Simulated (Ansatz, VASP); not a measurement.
NaF: VASP beside Ansatz

Contents of POSCAR:

```
NaF
1.0
    2.7934852186      0.0000000000      0.0000000000
    0.0000000000      2.7934852186      0.0000000000
    0.0000000000      0.0000000000      2.7934852186
Na F
1 1
Direct
    0.0000000000      0.0000000000      0.0000000000
    0.5000000000      0.5000000000      0.5000000000
```

INCAR.step1

```
PREC = Accurate
ENCUT = 520
EDIFF = 1E-5
ISMEAR = 0
SIGMA = 0.01
LREAL = F
LASPH = T
NELM = 60
ALGO = Normal
ISIF = 2
LWAVE = T
NBANDS = 14
GGA = PE
```

Contents of INCAR.step2:

```
PREC = Accurate
ENCUT = 520
EDIFF = 1E-7
ISMEAR = 0
SIGMA = 0.01
LREAL = F
LASPH = T
NELM = 60
ALGO = Normal
ISIF = 2
LWAVE = F
LCHARG = T
GGA = PE
LHFCALC = T
HFSCREEN = 0.2079
PRECFOCK = Normal
LELF = T
LVHAR = T
NBANDS = 14
ISTART = 1
```

KPOINTS

```
regular mesh
0
Gamma
  4 4 4
```

Input for Ansatz:

```yaml
crystal:
  lattice:
    - [2.7934852186, 0.0, 0.0]
    - [0.0, 2.7934852186, 0.0]
    - [0.0, 0.0, 2.7934852186]
  atoms:
    - { symbol: Na, position: [0.0, 0.0, 0.0] }
    - { symbol: F, position: [0.5, 0.5, 0.5] }
kpoints:
  mp_grid: { grid: [4, 4, 4] }
hamiltonian:
  xc: hse06
scf:
  occupations: { method: fixed }
  n_extra_bands: 4
output:
  forces: true
  stress: true
  eigenvalues: true
```

Alike in both runs: task single point; functional HSE06; k mesh 4 × 4 × 4; no spin polarisation.

|  | VASP | Ansatz |
| --- | --- | --- |
| version | VASP 6.6.1 | Ansatz 0.2.0 |
| potentials or method | VASP PAW PBE potentials, release 64 (Na_pv, F) | plane waves, PAW |
| plane-wave cutoff (eV) | 520 | 420 |
| occupations | gaussian, width 0.01 eV | fixed |
| valence electrons in the cell | 14 | 16 |

|  | VASP | Ansatz | Ansatz less VASP |
| --- | --- | --- | --- |
| gap on the k mesh at the Fermi level (eV) | 8.30 | 8.33 | +0.033 |
| pressure (GPa) | 1.9 | 1.8 | -0.06 |

VASP's potentials hold 14 valence electrons a cell and Ansatz's 16, so a difference there can come from the potentials and not from the codes. Ansatz's warnings: stress exchange threshold loose, stress scf threshold loose.

The k mesh is coarse, so the values compare programs but aren't converged.
